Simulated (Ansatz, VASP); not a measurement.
# Two plane-wave programs on GaP

```
Ga P
1.0
     0.00000    2.72581    2.72581
     2.72581    0.00000    2.72581
     2.72581    2.72581    0.00000
Ga P
1 1
Cartesian
  2.3878 2.0771 3.5163
  3.7507 3.4400 4.8792
```

Alike in both runs: task single point; functional PBE; k mesh 4 × 4 × 4; occupations gaussian, width 0.1 eV; no spin polarisation.

|  | VASP | Ansatz |
| --- | --- | --- |
| version | VASP 6.6.1 | Ansatz 0.2.0 |
| potentials or method | VASP PAW PBE potentials, release 64 (Ga_d, P), cutoff 500 eV | scalar-relativistic, plane waves, PAW |
| valence electrons in the cell | 18 | 18 |

Ansatz gave:

| Quantity | Value |
| --- | --- |
| gap on the k mesh at the Fermi level (eV) | 1.63 |
| least direct gap on the mesh (eV) | 1.81 |
| pressure (GPa) | 2.9 |

What did VASP give for the same quantities?

gap on the k mesh at the Fermi level (eV): 1.63; least direct gap on the mesh (eV): 1.81; pressure (GPa): 2.8.

Ansatz's warnings: stress scf threshold missed.

The k mesh is coarse, so the values compare programs but aren't converged.
